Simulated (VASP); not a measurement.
# ZnS (P6_3mc) in VASP: single point with r2SCAN

Aim: the single point of ZnS with r2SCAN.

Everything below comes from runs of VASP 6.6.1. Logs are shortened: lines on timing, memory, paths and dates and some standing lists are left out, and cuts for length are marked.

## 1. The cell of the first run

It takes space group P6_3mc (No. 186, hexagonal). Conventional cell: a = 3.963 Å, b = 3.963 Å, c = 6.733 Å, α = 90.00°, β = 90.00°, γ = 120.00°. Within 3.2 Å of Zn (site symmetry 3m) lie 4 S at 2.42 to 2.59 Å. Within 3.2 Å of S (site symmetry 3m) lie 4 Zn at 2.42 to 2.59 Å.

## 2. Single point, r2SCAN (strain +0.040 along x and y, +0.080 along z)

File POSCAR:

```
ZnS
1.0
    3.9634387328      0.0000000000      0.0000000000
   -1.9817193664      3.4324386290      0.0000000000
    0.0000000000      0.0000000000      6.7327200000
Zn S
2 2
Direct
    0.3333333333      0.6666666667      0.0000000000
    0.6666666667      0.3333333333      0.5000000000
    0.3333333333      0.6666666667      0.3850000000
    0.6666666667      0.3333333333      0.8850000000
```

File INCAR.step1:

```
ALGO = Normal
EDIFF = 1E-4
ENCUT = 520
GGA = PE
ISMEAR = 0
LASPH = True
LCHARG = False
LREAL = False
LWAVE = True
NBANDS = 26
NELM = 80
PREC = Accurate
SIGMA = 0.05
```

File INCAR.step2:

```
ALGO = Normal
EDIFF = 1E-6
ENCUT = 520
ISIF = 2
ISMEAR = 0
ISTART = 1
LASPH = True
LCHARG = False
LMIXTAU = True
LREAL = False
LWAVE = False
METAGGA = R2SCAN
NBANDS = 26
NELM = 80
PREC = Accurate
SIGMA = 0.05
```

File KPOINTS:

```
k-points
0
Gamma
  6 6 4
```

Potentials or basis: VASP PAW PBE potentials, release 64 (Zn, S).

On the command line:

```sh
$ cat potpaw_PBE.64/Zn/POTCAR potpaw_PBE.64/S/POTCAR > POTCAR
$ cp INCAR.step1 INCAR
$ mpirun -np 1 vasp_std > vasp.out
$ cp INCAR.step2 INCAR
$ mpirun -np 1 vasp_std > vasp.out
```

OUTCAR:

```text
EDIFF = 1E-6
   ENCUT = 520
   ISIF = 2
   ISMEAR = 0
   ISTART = 1
   LASPH = True
   LREAL = False
   METAGGA = R2SCAN
   NELM = 80
   PREC = Accurate

 ion  position               nearest neighbor table
   1  0.333  0.667  0.000-   4 2.42   4 2.42   4 2.42   3 2.59
   2  0.667  0.333  0.500-   3 2.42   3 2.42   3 2.42   4 2.59
   3  0.333  0.667  0.385-   2 2.42   2 2.42   2 2.42   1 2.59
   4  0.667  0.333  0.885-   1 2.42   1 2.42   1 2.42   2 2.59

  LATTYP: Found a hexagonal cell.
 ALAT       =     3.9634387328
 C/A-ratio  =     1.6987067175

  Lattice vectors:

 A1 = (   3.9634387328,   0.0000000000,   0.0000000000)
 A2 = (  -1.9817193664,   3.4324386290,   0.0000000000)
 A3 = (   0.0000000000,   0.0000000000,   6.7327200000)

Analysis of symmetry for initial positions (statically):
=====================================================================
 Subroutine PRICEL returns:
 Original cell was already a primitive cell.

 Routine SETGRP: Setting up the symmetry group for a
 hexagonal supercell.

 Subroutine GETGRP returns: Found 12 space group operations
 (whereof  6 operations were pure point group operations)
 out of a pool of 24 trial point group operations.

The static configuration has the point symmetry C_3v.
 The point group associated with its full space group is C_6v.

Analysis of symmetry for dynamics (positions and initial velocities):
=====================================================================
 Subroutine PRICEL returns:
 Original cell was already a primitive cell.

 Routine SETGRP: Setting up the symmetry group for a
 hexagonal supercell.

 Subroutine GETGRP returns: Found 12 space group operations
 (whereof  6 operations were pure point group operations)
 out of a pool of 24 trial point group operations.

The dynamic configuration has the point symmetry C_3v.
 The point group associated with its full space group is C_6v.

 Subroutine INISYM returns: Found 12 space group operations
 (whereof  6 operations are pure point group operations),
 and found     1 'primitive' translations

----------------------------------------------------------------------------------------

                                     Primitive cell

  volume of cell :      91.5937

  direct lattice vectors                    reciprocal lattice vectors
     3.963438733  0.000000000  0.000000000     0.252306158  0.145669028  0.000000000
    -1.981719366  3.432438629  0.000000000     0.000000000  0.291338057  0.000000000
     0.000000000  0.000000000  6.732720000     0.000000000  0.000000000  0.148528381

  length of vectors
     3.963438733  3.963438733  6.732720000     0.291338057  0.291338057  0.148528381

  position of ions in fractional coordinates (direct lattice)
     0.333333333  0.666666667  0.000000000
     0.666666667  0.333333333  0.500000000
     0.333333333  0.666666667  0.385000000
     0.666666667  0.333333333  0.885000000

  ion indices of the primitive-cell ions
   primitive index   ion index
                 1           1
                 2           2
                 3           3
                 4           4

----------------------------------------------------------------------------------------

 KPOINTS: k-points

Automatic generation of k-mesh.
 Grid dimensions read from file:
 generate k-points for:    6    6    4

 Generating k-lattice:

  Cartesian coordinates                     Fractional coordinates (reciprocal lattice)
     0.042051026  0.024278171  0.000000000     0.166666667  0.000000000  0.000000000
     0.000000000  0.048556343  0.000000000     0.000000000  0.166666667  0.000000000
     0.000000000  0.000000000  0.037132095     0.000000000  0.000000000  0.250000000

  Length of vectors
     0.048556343  0.048556343  0.037132095

  Shift w.r.t. Gamma in fractional coordinates (k-lattice)
     0.000000000  0.000000000  0.000000000

 Subroutine IBZKPT returns following result:
 ===========================================

 Found     21 irreducible k-points:

 Following reciprocal coordinates:
            Coordinates               Weight
  0.000000  0.000000  0.000000      1.000000
  0.166667 -0.000000  0.000000      6.000000
  0.333333  0.000000  0.000000      6.000000
  0.500000  0.000000  0.000000      3.000000
  0.166667  0.166667  0.000000      6.000000
  0.333333  0.166667  0.000000     12.000000
[... 13 lines left out ...]
  0.333333  0.166667  0.500000     12.000000
  0.333333  0.333333  0.500000      2.000000
   k-points           NKPTS =     21   k-points in BZ     NKDIM =     21   number of bands    NBANDS=     26
   number of dos      NEDOS =    301   number of ions     NIONS =      4
   total plane-waves  NPLWV =  45000
   dimension x,y,z NGX =    30 NGY =   30 NGZ =   50
   dimension x,y,z NGXF=    60 NGYF=   60 NGZF=  100
   ions per type =               2   2
   NGX,Y,Z   is equivalent  to a cutoff of  12.58, 12.58, 12.35 a.u.
   NGXF,Y,Z  is equivalent  to a cutoff of  25.17, 25.17, 24.69 a.u.
 SYSTEM =  unknown system
   PREC   = accura    normal or accurate (medium, high low for compatibility)
   ISTART =      1    job   : 0-new  1-cont  2-samecut
   ICHARG =      0    charge: 1-file 2-atom 10-const
   ISPIN  =      1    spin polarized calculation?
   LNONCOLLINEAR =      F non collinear calculations
   LSORBIT =      F    spin-orbit coupling
   LASPH  =      T    aspherical Exc in radial PAW
   ENCUT  =  520.0 eV  38.22 Ry    6.18 a.u.   7.37  7.37 12.52*2*pi/ulx,y,z
   NELM   =     80;   NELMIN=  2; NELMDL=  0     # of ELM steps
   EDIFF  = 0.1E-05   stopping-criterion for ELM
   LREAL  =      F    real-space projection
   EDIFFG = 0.1E-04   stopping-criterion for IOM
   NSW    =      0    number of steps for IOM
   IBRION =     -1    ionic relax: 0-MD 1-quasi-New 2-CG
   NFREE  =      0    steps in history (QN), initial steepest desc. (CG)
   ISIF   =      2    stress and relaxation
   ISYM   =      2    0-nonsym 1-usesym 2-fastsym
   POTIM  = 0.5000    time-step for ionic-motion
   TEBEG  =    0.0;   TEEND  =   0.0 temperature during run
   PSTRESS=    0.0 pullay stress
   NELECT =      36.0000    total number of electrons
   NUPDOWN=      -1.0000    fix difference up-down
   EMIN   =  10.00;   EMAX   =-10.00  energy-range for DOS
   EFERMI =   0.00;   METHOD = LEGACY
   ISMEAR =     0;   SIGMA  =   0.05  broadening in eV -4-tet -1-fermi 0-gaus
   EFERMI_NEDOS =   21; number of points for ismear=-14 and -15
   IALGO  =     38    algorithm
   IMIX   =      4    mixing-type and parameters
     AMIX     =   0.40;   BMIX     =  1.00
     AMIX_MAG =   1.60;   BMIX_MAG =  1.00
  volume/ion in A,a.u.               =      22.90       154.53
  Fermi-wavevector in a.u.,A,eV,Ry     =   1.199188  2.266136 19.565874  1.438051
  Thomas-Fermi vector in A             =   2.335057
   LORBIT       =      0    0 simple, 1 ext, 2 COOP (PROOUT), +10 PAW based schemes
   METAGGA = R2SCAN    functional components
   LHFCALC =     F    Hartree Fock is set to
   AEXX    =    0.0000 exact exchange contribution
   IVDW    =     0    specifies the selected vdW correction
   LEPSILON=     F    determine dielectric tensor
   LRPA    =     F    only Hartree local field effects (RPA)
 non-spin polarized calculation
 Gauss-broadening in eV      SIGMA  =   0.05
  energy-cutoff  :      520.00
  volume of cell :       91.59
 maximum number of plane-waves:      2497
 NGX is ok and might be reduce to    30
   NGX = 15   NGY = 15   NGZ = 25

 number of electron      35.9999986 magnetization

 Free energy of the ion-electron system (eV)
  ---------------------------------------------------
  ext. energy  EPLUGINS =         0.00000000
  ---------------------------------------------------
  free energy    TOTEN  =       -37.27578350 eV

  energy without entropy =      -37.27578350  energy(sigma->0) =      -37.27578350

 E-fermi :   0.7966     XC(G=0):  -9.5416

 val. band max:        0.5712117317   @ k =   0.0000   0.0000   0.0000
 cond. band min:       2.6484616325   @ k =   0.0000   0.0000   0.0000
 fundamental gap:      2.0772499008
 Fermi energy:         0.7965896086

 k-point     1 :       0.0000    0.0000    0.0000
  band No.  band energies     occupation
      1     -12.1861      2.00000
      2     -11.5749      2.00000
      3      -5.5102      2.00000
      4      -5.5102      2.00000
      5      -5.4637      2.00000
      6      -5.4636      2.00000
[... 18 lines left out ...]
     25       8.6452      0.00000
     26       9.3622      0.00000

 k-point     2 :       0.1667   -0.0000    0.0000
  band No.  band energies     occupation
      1     -12.0379      2.00000
      2     -11.4843      2.00000
      3      -5.4995      2.00000
      4      -5.4773      2.00000
      5      -5.4406      2.00000
      6      -5.4220      2.00000
[... 18 lines left out ...]
     25       8.8511      0.00000
     26       9.3836      0.00000

 k-point     3 :       0.3333    0.0000    0.0000
  band No.  band energies     occupation
      1     -11.6929      2.00000
      2     -11.3137      2.00000
      3      -5.4461      2.00000
      4      -5.4199      2.00000
      5      -5.3635      2.00000
      6      -5.3364      2.00000
[... 18 lines left out ...]
     25       9.3566      0.00000
     26      10.3121      0.00000

 k-point     4 :       0.5000    0.0000    0.0000
  band No.  band energies     occupation
      1     -11.4678      2.00000
      2     -11.2589      2.00000
      3      -5.4272      2.00000
      4      -5.3978      2.00000
      5      -5.2945      2.00000
      6      -5.2553      2.00000
[... 18 lines left out ...]
     25       9.5921      0.00000
     26      11.9950      0.00000
[... 409 lines left out ...]
      1     -11.5771      2.00000
      2     -11.5771      2.00000
      3      -5.4175      2.00000
      4      -5.4175      2.00000
      5      -5.3967      2.00000
      6      -5.3967      2.00000
[... 18 lines left out ...]
     25       9.4092      0.00000
     26       9.4092      0.00000

 k-point    20 :       0.3333    0.1667    0.5000
  band No.  band energies     occupation
      1     -11.3628      2.00000
      2     -11.3628      2.00000
      3      -5.3740      2.00000
      4      -5.3740      2.00000
      5      -5.3326      2.00000
      6      -5.3326      2.00000
[... 18 lines left out ...]
     25       9.9457      0.00000
     26       9.9457      0.00000

 k-point    21 :       0.3333    0.3333    0.5000
  band No.  band energies     occupation
      1     -11.2898      2.00000
      2     -11.2898      2.00000
      3      -5.3536      2.00000
      4      -5.3536      2.00000
      5      -5.3067      2.00000
      6      -5.3067      2.00000
[... 18 lines left out ...]
     25      10.7346      0.00000
     26      10.7346      0.00000

------------------------ aborting loop because EDIFF is reached ----------------------------------------

  FORCE on cell =-STRESS in cart. coord.  units (eV):
  Direction    XX          YY          ZZ          XY          YZ          ZX
  --------------------------------------------------------------------------------------
  -------------------------------------------------------------------------------------
  Total       -4.2415769     -4.2415769     -5.6759077      0.0000000      0.0000000      0.0000000
  in kB      -74.1946245    -74.1946245    -99.2842650      0.0000000      0.0000000      0.0000000
  external PRESSURE =     -82.5578380 kB  Pullay stress =       0.0000000 kB

 VOLUME and BASIS-vectors are now :
 -----------------------------------------------------------------------------
  energy-cutoff  :      520.00
  volume of cell :       91.59
      direct lattice vectors                 reciprocal lattice vectors
     3.963438733  0.000000000  0.000000000     0.252306158  0.145669028  0.000000000
    -1.981719366  3.432438629  0.000000000     0.000000000  0.291338057  0.000000000
     0.000000000  0.000000000  6.732720000     0.000000000  0.000000000  0.148528381

 POSITION                                       TOTAL-FORCE (eV/Angst)
 -----------------------------------------------------------------------------------
     -0.00000      2.28829      0.00000        -0.000000      0.000000      0.131991
      1.98172      1.14415      3.36636         0.000000     -0.000000      0.131991
     -0.00000      2.28829      2.59210        -0.000000      0.000000     -0.131991
      1.98172      1.14415      5.95846        -0.000000     -0.000000     -0.131991
 -----------------------------------------------------------------------------------
    total drift:                               -0.000000     -0.000000     -0.019949

  FREE ENERGIE OF THE ION-ELECTRON SYSTEM (eV)
  ---------------------------------------------------
  free  energy   TOTEN  =       -37.2757834982 eV

  energy  without entropy=      -37.2757834982  energy(sigma->0) =      -37.27578350
```

It took 2.3 min on 1 thread of AMD EPYC 7R13 (Zen 3), shared host; peak memory 0.2 GiB.

What came out:

- Free energy: -37.2758 eV
- Pressure: -8.3 GPa
- Largest force: 0.132 eV/Å
- Band gap on the k mesh: 2.08 eV, direct

Forces on the atoms (eV/Å):
```
Zn   0.000  0.000  0.132
Zn   0.000  0.000  0.132
S    0.000  0.000 -0.132
S    0.000  0.000 -0.132
```

Stress tensor (GPa, compression positive):
```
-7.42  0.00  0.00
 0.00 -7.42  0.00
 0.00  0.00 -9.93
```

Levels at points of the mesh, in eV from the valence-band top:
```tsv
k point	band 16	band 17	band 18	band 19	band 20	band 21
(0.00, 0.00, 0.00)	-0.08	0.00	0.00	2.08	3.40	6.82
(0.50, 0.00, 0.00)	-1.72	-1.18	-0.83	4.17	4.22	5.47
(0.00, 0.00, 0.50)	-0.30	-0.30	-0.30	3.60	3.60	6.81
(0.50, 0.00, 0.50)	-1.30	-1.30	-1.30	3.84	3.84	5.56
```

Caveat: the cell differs from its parent crystal (strain +0.040 along x and y, +0.080 along z); the PAW data sets were made with another functional, which shifts forces and pressure a little.
